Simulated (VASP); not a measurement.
# I (Cmce) in VASP: a series of runs

I is run at these levels: LDA; tasks: single point.

Everything below comes from runs of VASP 6.6.1. Logs are shortened: lines on timing, memory, paths and dates and some standing lists are left out, and cuts for length are marked.

### Step 1. The cell of the first run

The structure is orthorhombic, space group Cmce (No. 64). The conventional cell has a = 7.177 Å, b = 4.283 Å, c = 9.627 Å, α = 90.00°, β = 90.00°, γ = 90.00°. Within 3.7 Å of I (site symmetry m) lie 4 I at 2.80 to 3.66 Å.

### Step 2. Single point, LDA

INCAR

```
SYSTEM = I
  ALGO = Normal
  EDIFF = 1E-7
  ENCUT = 520
  GGA = CA
  ISIF = 2
  ISMEAR = -1
  LASPH = .TRUE.
  LCHARG = .TRUE.
  LELF = .TRUE.
  LREAL = .FALSE.
  LVHAR = .TRUE.
  LWAVE = .FALSE.
  NBANDS = 22
  NELM = 60
  PREC = Accurate
  SIGMA = 0.05
```

KPOINTS

```
k-points
0
G
  4 4 2
  0 0 0
```

POSCAR

```
I
1.0
    3.5886574692     -2.1413150360      0.0000000000
    3.5886574692      2.1413150360      0.0000000000
    0.0000000000      0.0000000000      9.6272130010
I
4
Direct
    0.8254264989      0.1745735011      0.1231842597
    0.6745735011      0.3254264989      0.6231842597
    0.1745735011      0.8254264989      0.8768157403
    0.3254264989      0.6745735011      0.3768157403
```

Potentials or basis: VASP PAW LDA potentials, release 64 (I).

Run with:

```bash
cat potpaw_LDA.64/I/POTCAR > POTCAR
mpirun -np 1 vasp_std > vasp.out
```

OUTCAR:

```text
SYSTEM = I
   EDIFF = 1E-7
   ENCUT = 520
   GGA = CA
   ISIF = 2
   ISMEAR = -1
   LASPH = .TRUE.
   LREAL = .FALSE.
   NELM = 60
   PREC = Accurate

 ion  position               nearest neighbor table
   1  0.825  0.175  0.123-   3 2.80   4 3.25   4 3.25
   2  0.675  0.325  0.623-   4 2.80   3 3.25   3 3.25
   3  0.175  0.825  0.877-   1 2.80   2 3.25   2 3.25
   4  0.325  0.675  0.377-   2 2.80   1 3.25   1 3.25

  LATTYP: Found a base centered orthorhombic cell.
 ALAT       =     4.2826300720
 B/A-ratio  =     1.6759128894
 C/A-ratio  =     2.2479674497

  Lattice vectors:

 A1 = (  -3.5886574692,  -2.1413150360,   0.0000000000)
 A2 = (   3.5886574692,  -2.1413150360,   0.0000000000)
 A3 = (   0.0000000000,   0.0000000000,   9.6272130010)

Analysis of symmetry for initial positions (statically):
=====================================================================
 Subroutine PRICEL returns:
 Original cell was already a primitive cell.

 Routine SETGRP: Setting up the symmetry group for a
 base centered orthorhombic supercell.

 Subroutine GETGRP returns: Found  8 space group operations
 (whereof  4 operations were pure point group operations)
 out of a pool of  8 trial point group operations.

The static configuration has the point symmetry C_2h.
 The point group associated with its full space group is D_2h.

Analysis of symmetry for dynamics (positions and initial velocities):
=====================================================================
 Subroutine PRICEL returns:
 Original cell was already a primitive cell.

 Routine SETGRP: Setting up the symmetry group for a
 base centered orthorhombic supercell.

 Subroutine GETGRP returns: Found  8 space group operations
 (whereof  4 operations were pure point group operations)
 out of a pool of  8 trial point group operations.

The dynamic configuration has the point symmetry C_2h.
 The point group associated with its full space group is D_2h.

 Subroutine INISYM returns: Found  8 space group operations
 (whereof  4 operations are pure point group operations),
 and found     1 'primitive' translations

----------------------------------------------------------------------------------------

                                     Primitive cell

  volume of cell :     147.9596

  direct lattice vectors                    reciprocal lattice vectors
     3.588657469 -2.141315036  0.000000000     0.139327870 -0.233501373  0.000000000
     3.588657469  2.141315036  0.000000000     0.139327870  0.233501373  0.000000000
     0.000000000  0.000000000  9.627213001     0.000000000  0.000000000  0.103872221

  length of vectors
     4.178958305  4.178958305  9.627213001     0.271910180  0.271910180  0.103872221

  position of ions in fractional coordinates (direct lattice)
     0.825426499  0.174573501  0.123184260
     0.674573501  0.325426499  0.623184260
     0.174573501  0.825426499  0.876815740
     0.325426499  0.674573501  0.376815740

  ion indices of the primitive-cell ions
   primitive index   ion index
                 1           1
                 2           2
                 3           3
                 4           4

----------------------------------------------------------------------------------------

 KPOINTS: k-points

Automatic generation of k-mesh.
 Grid dimensions read from file:
 generate k-points for:    4    4    2

 Generating k-lattice:

  Cartesian coordinates                     Fractional coordinates (reciprocal lattice)
     0.034831967 -0.058375343  0.000000000     0.250000000  0.000000000  0.000000000
     0.034831967  0.058375343  0.000000000     0.000000000  0.250000000  0.000000000
     0.000000000  0.000000000  0.051936111     0.000000000  0.000000000  0.500000000

  Length of vectors
     0.067977545  0.067977545  0.051936111

  Shift w.r.t. Gamma in fractional coordinates (k-lattice)
     0.000000000  0.000000000  0.000000000

 Subroutine IBZKPT returns following result:
 ===========================================

 Found     14 irreducible k-points:

 Following reciprocal coordinates:
            Coordinates               Weight
  0.000000  0.000000  0.000000      1.000000
  0.250000  0.000000  0.000000      4.000000
  0.500000  0.000000  0.000000      2.000000
  0.250000  0.250000  0.000000      2.000000
  0.500000  0.250000  0.000000      4.000000
 -0.250000  0.250000  0.000000      2.000000
  0.500000  0.500000  0.000000      1.000000
  0.000000  0.000000  0.500000      1.000000
  0.250000  0.000000  0.500000      4.000000
  0.500000  0.000000  0.500000      2.000000
  0.250000  0.250000  0.500000      2.000000
  0.500000  0.250000  0.500000      4.000000
 -0.250000  0.250000  0.500000      2.000000
  0.500000  0.500000  0.500000      1.000000
   k-points           NKPTS =     14   k-points in BZ     NKDIM =     14   number of bands    NBANDS=     22
   number of dos      NEDOS =    301   number of ions     NIONS =      4
   total plane-waves  NPLWV =  73728
   dimension x,y,z NGX =    32 NGY =   32 NGZ =   72
   dimension x,y,z NGXF=    64 NGYF=   64 NGZF=  144
   ions per type =               4
   NGX,Y,Z   is equivalent  to a cutoff of  12.73, 12.73, 12.43 a.u.
   NGXF,Y,Z  is equivalent  to a cutoff of  25.46, 25.46, 24.87 a.u.
 SYSTEM =  I
   PREC   = accura    normal or accurate (medium, high low for compatibility)
   ISTART =      0    job   : 0-new  1-cont  2-samecut
   ICHARG =      2    charge: 1-file 2-atom 10-const
   ISPIN  =      1    spin polarized calculation?
   LNONCOLLINEAR =      F non collinear calculations
   LSORBIT =      F    spin-orbit coupling
   LASPH  =      T    aspherical Exc in radial PAW
   ENCUT  =  520.0 eV  38.22 Ry    6.18 a.u.   7.77  7.77 17.90*2*pi/ulx,y,z
   NELM   =     60;   NELMIN=  2; NELMDL= -5     # of ELM steps
   EDIFF  = 0.1E-06   stopping-criterion for ELM
   LREAL  =      F    real-space projection
   EDIFFG = 0.1E-05   stopping-criterion for IOM
   NSW    =      0    number of steps for IOM
   IBRION =     -1    ionic relax: 0-MD 1-quasi-New 2-CG
   NFREE  =      0    steps in history (QN), initial steepest desc. (CG)
   ISIF   =      2    stress and relaxation
   ISYM   =      2    0-nonsym 1-usesym 2-fastsym
   POTIM  = 0.5000    time-step for ionic-motion
   TEBEG  =    0.0;   TEEND  =   0.0 temperature during run
   PSTRESS=    0.0 pullay stress
   NELECT =      28.0000    total number of electrons
   NUPDOWN=      -1.0000    fix difference up-down
   EMIN   =  10.00;   EMAX   =-10.00  energy-range for DOS
   EFERMI =   0.00;   METHOD = LEGACY
   ISMEAR =    -1;   SIGMA  =   0.05  broadening in eV -4-tet -1-fermi 0-gaus
   EFERMI_NEDOS =   21; number of points for ismear=-14 and -15
   IALGO  =     38    algorithm
   IMIX   =      4    mixing-type and parameters
     AMIX     =   0.40;   BMIX     =  1.00
     AMIX_MAG =   1.60;   BMIX_MAG =  1.00
  volume/ion in A,a.u.               =      36.99       249.62
  Fermi-wavevector in a.u.,A,eV,Ry     =   0.939896  1.776146 12.019447  0.883404
  Thomas-Fermi vector in A             =   2.067254
   LORBIT       =      0    0 simple, 1 ext, 2 COOP (PROOUT), +10 PAW based schemes
   GGA     = CA    functional components
   LHFCALC =     F    Hartree Fock is set to
   AEXX    =    0.0000 exact exchange contribution
   IVDW    =     0    specifies the selected vdW correction
   LEPSILON=     F    determine dielectric tensor
   LRPA    =     F    only Hartree local field effects (RPA)
 non-spin polarized calculation
  energy-cutoff  :      520.00
  volume of cell :      147.96
 maximum number of plane-waves:      4004
   NGX = 15   NGY = 15   NGZ = 35

 number of electron      28.0000000 magnetization

 Free energy of the ion-electron system (eV)
  ---------------------------------------------------
  ext. energy  EPLUGINS =         0.00000000
  ---------------------------------------------------
  free energy    TOTEN  =        -8.08078898 eV

  energy without entropy =       -8.08074232  energy(sigma->0) =       -8.08076565

 E-fermi :   4.4018     XC(G=0):  -9.0077

 val. band max:        4.0217221127   @ k =   0.0000   0.0000   0.0000
 cond. band min:       4.7797319423   @ k =   0.5000   0.5000   0.0000
 fundamental gap:      0.7580098296
 Fermi energy:         4.4017661664

 k-point     1 :       0.0000    0.0000    0.0000
  band No.  band energies     occupation
      1     -10.1202      2.00000
      2      -9.1812      2.00000
      3      -8.5657      2.00000
      4      -6.8632      2.00000
      5      -1.1321      2.00000
      6       0.8973      2.00000
[... 14 lines left out ...]
     21      10.9017      0.00000
     22      11.7516      0.00000

 k-point     2 :       0.2500    0.0000    0.0000
  band No.  band energies     occupation
      1      -9.7814      2.00000
      2      -9.0419      2.00000
      3      -8.3089      2.00000
      4      -7.1351      2.00000
      5      -1.0438      2.00000
      6      -0.1918      2.00000
[... 14 lines left out ...]
     21      11.1468      0.00000
     22      11.7634      0.00000

 k-point     3 :       0.5000    0.0000    0.0000
  band No.  band energies     occupation
      1      -9.1263      2.00000
      2      -9.1263      2.00000
      3      -7.7624      2.00000
      4      -7.7624      2.00000
      5      -1.3109      2.00000
      6      -1.3109      2.00000
[... 14 lines left out ...]
     21      12.2411      0.00000
     22      12.2411      0.00000
[... 226 lines left out ...]
 k-point    13 :      -0.2500    0.2500    0.5000
  band No.  band energies     occupation
      1      -9.1306      2.00000
      2      -9.1306      2.00000
      3      -7.7603      2.00000
      4      -7.7603      2.00000
      5      -0.8103      2.00000
      6      -0.8103      2.00000
[... 14 lines left out ...]
     21      11.5265      0.00000
     22      11.5265      0.00000

 k-point    14 :       0.5000    0.5000    0.5000
  band No.  band energies     occupation
      1      -9.4009      2.00000
      2      -9.4009      2.00000
      3      -7.3411      2.00000
      4      -7.3411      2.00000
      5      -0.1113      2.00000
      6      -0.1113      2.00000
[... 14 lines left out ...]
     21      11.3941      0.00000
     22      11.3941      0.00000

------------------------ aborting loop because EDIFF is reached ----------------------------------------

  FORCE on cell =-STRESS in cart. coord.  units (eV):
  Direction    XX          YY          ZZ          XY          YZ          ZX
  --------------------------------------------------------------------------------------
  -------------------------------------------------------------------------------------
  Total        0.0146235     -0.0744791      0.0361968      0.0000000     -0.0000000      0.0000000
  in kB        0.1583497     -0.8064948      0.3919561      0.0000000     -0.0000000      0.0000000
  external PRESSURE =      -0.0853963 kB  Pullay stress =       0.0000000 kB

 VOLUME and BASIS-vectors are now :
 -----------------------------------------------------------------------------
  energy-cutoff  :      520.00
  volume of cell :      147.96
      direct lattice vectors                 reciprocal lattice vectors
     3.588657469 -2.141315036  0.000000000     0.139327870 -0.233501373  0.000000000
     3.588657469  2.141315036  0.000000000     0.139327870  0.233501373  0.000000000
     0.000000000  0.000000000  9.627213001     0.000000000  0.000000000  0.103872221

 POSITION                                       TOTAL-FORCE (eV/Angst)
 -----------------------------------------------------------------------------------
      3.58866     -1.39368      1.18592         0.000000     -0.033738     -0.026619
      3.58866     -0.74763      5.99953         0.000000      0.033738     -0.026619
      3.58866      1.39368      8.44129         0.000000      0.033738      0.026619
      3.58866      0.74763      3.62769         0.000000     -0.033738      0.026619
 -----------------------------------------------------------------------------------
    total drift:                               -0.000000      0.000000     -0.000000

  FREE ENERGIE OF THE ION-ELECTRON SYSTEM (eV)
  ---------------------------------------------------
  free  energy   TOTEN  =        -8.0807889765 eV

  energy  without entropy=       -8.0807423248  energy(sigma->0) =       -8.08076565
```

Run time: 49 s. Hardware: 1 thread of Intel Xeon 8259CL, shared host; peak memory 0.2 GiB.

What came out:

| Property | Result |
| --- | --- |
| Free energy | -8.0808 eV |
| Pressure | 0.0 GPa |
| Largest force | 0.043 eV/Å |
| Band gap on the k mesh | 0.76 eV (least direct gap 1.02 eV) |

Forces on the atoms (eV/Å):
```
I    0.000 -0.034 -0.027
I    0.000  0.034 -0.027
I    0.000  0.034  0.027
I    0.000 -0.034  0.027
```

Stress tensor (GPa, compression positive):
```
 0.02  0.00  0.00
 0.00 -0.08  0.00
 0.00  0.00  0.04
```

Caveat: the k points lie up to 0.43 Å⁻¹ apart; spin-orbit coupling is left out, which moves the levels of the heavy elements.

### Step 3. Single point, LDA

INCAR

```
PREC     = Accurate       # precision mode
ENCUT    = 520            # plane-wave cutoff, eV
EDIFF    = 1E-7           # SCF threshold, eV
ISMEAR   = -1             # smearing method
SIGMA    = 0.05           # smearing width, eV
LREAL    = False          # projectors in reciprocal space
LASPH    = True           # aspherical terms in the spheres
NELM     = 80             # most SCF steps
ALGO     = Normal         # electronic algorithm
ISIF     = 2              # what is computed and relaxed
LWAVE    = False          # write WAVECAR
LCHARG   = False          # write CHGCAR
GGA      = CA             # functional
NBANDS   = 22             # bands
```

KPOINTS

```
Automatic mesh
0
Gamma
  5 5 2
```

POSCAR is that of step 2.

Potentials or basis: VASP PAW LDA potentials, release 64 (I).

Run with:

```bash
cat potpaw_LDA.64/I/POTCAR > POTCAR
mpirun -np 1 vasp_std > vasp.out
```

OUTCAR:

```text
PREC = Accurate
   ENCUT = 520
   EDIFF = 1E-7
   ISMEAR = -1
   LREAL = False
   LASPH = True
   NELM = 80
   ISIF = 2
   GGA = CA

 ion  position               nearest neighbor table
   1  0.825  0.175  0.123-   3 2.80   4 3.25   4 3.25
   2  0.675  0.325  0.623-   4 2.80   3 3.25   3 3.25
   3  0.175  0.825  0.877-   1 2.80   2 3.25   2 3.25
   4  0.325  0.675  0.377-   2 2.80   1 3.25   1 3.25

  LATTYP: Found a base centered orthorhombic cell.
 ALAT       =     4.2826300720
 B/A-ratio  =     1.6759128894
 C/A-ratio  =     2.2479674497

  Lattice vectors:

 A1 = (  -3.5886574692,  -2.1413150360,   0.0000000000)
 A2 = (   3.5886574692,  -2.1413150360,   0.0000000000)
 A3 = (   0.0000000000,   0.0000000000,   9.6272130010)

Analysis of symmetry for initial positions (statically):
=====================================================================
 Subroutine PRICEL returns:
 Original cell was already a primitive cell.
[... 163 lines left out ...]
  ---------------------------------------------------
  free energy    TOTEN  =        -8.08999103 eV

  energy without entropy =       -8.08995954  energy(sigma->0) =       -8.08997528

 E-fermi :   4.3807     XC(G=0):  -9.0078

 val. band max:        4.0214227546   @ k =   0.0000   0.0000   0.0000
 cond. band min:       4.8035905354   @ k =   0.4000   0.4000   0.0000
 fundamental gap:      0.7821677808
 Fermi energy:         4.3806939848

 k-point     1 :       0.0000    0.0000    0.0000
  band No.  band energies     occupation
      1     -10.1207      2.00000
      2      -9.1821      2.00000
      3      -8.5654      2.00000
      4      -6.8632      2.00000
      5      -1.1323      2.00000
      6       0.8987      2.00000
[... 439 lines left out ...]
     21      11.3840      0.00000
     22      11.3840      0.00000

------------------------ aborting loop because EDIFF is reached ----------------------------------------

  FORCE on cell =-STRESS in cart. coord.  units (eV):
  Direction    XX          YY          ZZ          XY          YZ          ZX
  --------------------------------------------------------------------------------------
  -------------------------------------------------------------------------------------
  Total       -0.0232094     -0.0281366      0.0192067      0.0000000      0.0000000      0.0000000
  in kB       -0.2513227     -0.3046766      0.2079789      0.0000000      0.0000000      0.0000000
  external PRESSURE =      -0.1160068 kB  Pullay stress =       0.0000000 kB

 VOLUME and BASIS-vectors are now :
 -----------------------------------------------------------------------------
  energy-cutoff  :      520.00
  volume of cell :      147.96
      direct lattice vectors                 reciprocal lattice vectors
     3.588657469 -2.141315036  0.000000000     0.139327870 -0.233501373  0.000000000
     3.588657469  2.141315036  0.000000000     0.139327870  0.233501373  0.000000000
     0.000000000  0.000000000  9.627213001     0.000000000  0.000000000  0.103872221

 POSITION                                       TOTAL-FORCE (eV/Angst)
 -----------------------------------------------------------------------------------
      3.58866     -1.39368      1.18592         0.000000     -0.004218     -0.006240
      3.58866     -0.74763      5.99953         0.000000      0.004218     -0.006240
      3.58866      1.39368      8.44129         0.000000      0.004218      0.006240
      3.58866      0.74763      3.62769         0.000000     -0.004218      0.006240
 -----------------------------------------------------------------------------------
    total drift:                               -0.000000      0.000000     -0.000000

  FREE ENERGIE OF THE ION-ELECTRON SYSTEM (eV)
  ---------------------------------------------------
  free  energy   TOTEN  =        -8.0899910316 eV

  energy  without entropy=       -8.0899595353  energy(sigma->0) =       -8.08997528
```

OSZICAR:

```text
N       E                     dE             d eps       ncg     rms          rms(c)
DAV:   1     0.147946919807E+03    0.14795E+03   -0.10611E+04   792   0.104E+03
DAV:   2     0.327806082320E+01   -0.14467E+03   -0.13952E+03  1086   0.161E+02
DAV:   3    -0.804968383945E+01   -0.11328E+02   -0.11281E+02  1012   0.500E+01
DAV:   4    -0.829265824945E+01   -0.24297E+00   -0.24293E+00   994   0.867E+00
DAV:   5    -0.829816818796E+01   -0.55099E-02   -0.55098E-02  1008   0.131E+00    0.111E+01
DAV:   6    -0.814427925022E+01    0.15389E+00   -0.12736E-01   936   0.157E+00    0.723E+00
DAV:   7    -0.809605721952E+01    0.48222E-01   -0.28646E-01   912   0.232E+00    0.562E-01
DAV:   8    -0.808997321693E+01    0.60840E-02   -0.35818E-02   894   0.898E-01    0.275E-01
DAV:   9    -0.809001593640E+01   -0.42719E-04   -0.74597E-04   948   0.155E-01    0.183E-01
DAV:  10    -0.809000065204E+01    0.15284E-04   -0.36789E-05   966   0.358E-02    0.443E-02
DAV:  11    -0.808999170289E+01    0.89492E-05   -0.20896E-05   936   0.212E-02    0.103E-02
DAV:  12    -0.808999128178E+01    0.42110E-06   -0.18067E-06   942   0.686E-03    0.545E-03
DAV:  13    -0.808999101229E+01    0.26949E-06   -0.12090E-06   936   0.522E-03    0.308E-03
DAV:  14    -0.808999103164E+01   -0.19355E-07   -0.20263E-07   702   0.200E-03
   1 F= -.80899910E+01 E0= -.80899753E+01  d E =-.314964E-04
```

Run time: 64 s. Hardware: 1 thread of Intel Xeon 8259CL, shared host; peak memory 0.22 GiB.

What came out:

```yaml
Free_energy: -8.0900 eV
Pressure: 0.0 GPa
Largest_force: 0.008 eV/Å
Band_gap_on_the_k_mesh: 0.78 eV (least direct gap 1.02 eV)
```

Forces on the atoms (eV/Å):
```
I    0.000 -0.004 -0.006
I    0.000  0.004 -0.006
I    0.000  0.004  0.006
I    0.000 -0.004  0.006
```

Caveat: spin-orbit coupling is left out, which moves the levels of the heavy elements; an odd mesh through Γ misses points on the zone boundary, where band edges can lie.

[end of part 1 of 2]
